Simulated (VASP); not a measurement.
Wanted: the native input for a VASP 6.6.1 run.

```
Task                   : single point
Functional             : PBE
Potentials or basis    : VASP PAW PBE potentials, release 64 (Li_sv, Pr_3, N), 4f in core
Cutoff                 : 750 eV
k mesh                 : 5 × 5 × 2
Occupations            : gaussian, width 0.2 eV
Spin                   : no spin polarisation
Dipole correction      : no
Further INCAR settings : ALGO = Normal; EDIFF = 1e-06; NBANDS = 32
```

The structure of LiPr3N2 lies in POSCAR:

```
LiPr3N2
1.0
    3.6693795882      0.0000000000      0.0000000000
   -1.8346897941      3.1777759395      0.0000000000
    0.0000000000      0.0000000000     11.9728012696
Li Pr N
1 3 2
Direct
    0.0000000000      0.0000000000      0.0000000000
    0.3333333333      0.6666666667      0.2610816937
    0.6666666667      0.3333333333      0.7389183063
    0.0000000000      0.0000000000      0.5000000000
    0.3333333333      0.6666666667      0.6339227334
    0.6666666667      0.3333333333      0.3660772666
```

The cell was generated, and may not be a known phase.

One way to write it, as run:

INCAR

```
SYSTEM = LiPr3N2
  PREC = Accurate
  ENCUT = 750
  EDIFF = 1E-6
  ISMEAR = 0
  SIGMA = 0.2
  LREAL = .False.
  LASPH = .True.
  NELM = 200
  ALGO = Normal
  ISIF = 2
  LWAVE = .False.
  LCHARG = .False.
  GGA = PE
  NBANDS = 32
  GGA_COMPAT = .False.
  LMAXMIX = 6
```

KPOINTS

```
regular mesh
0
Gamma
  5 5 2
  0 0 0
```

Potentials or basis: VASP PAW PBE potentials, release 64 (Li_sv, Pr_3, N), 4f in core.

The run is started by

```sh
$ cat potpaw_PBE.64/Li_sv/POTCAR potpaw_PBE.64/Pr_3/POTCAR potpaw_PBE.64/N/POTCAR > POTCAR
$ mpirun -np 1 vasp_std > vasp.out
```

Results of the run:

The pressure is 0.1 GPa and the largest force is 0.055 eV/Å. The band gap on the k mesh is zero (bands 23 and 24 overlap by 0.16 eV).

Caveat: the k points lie up to 0.40 Å⁻¹ apart; spin-orbit coupling is left out, which moves the levels of the heavy elements; the 4f electrons are frozen in the core, so they carry no moment and show no levels; the run has no spin polarisation, though such a crystal can be magnetic.

Wall time 55 s on 1 thread of Intel(R) Xeon(R) 6975P-C (Granite Rapids), with other jobs on the host, peak memory 0.39 GiB.
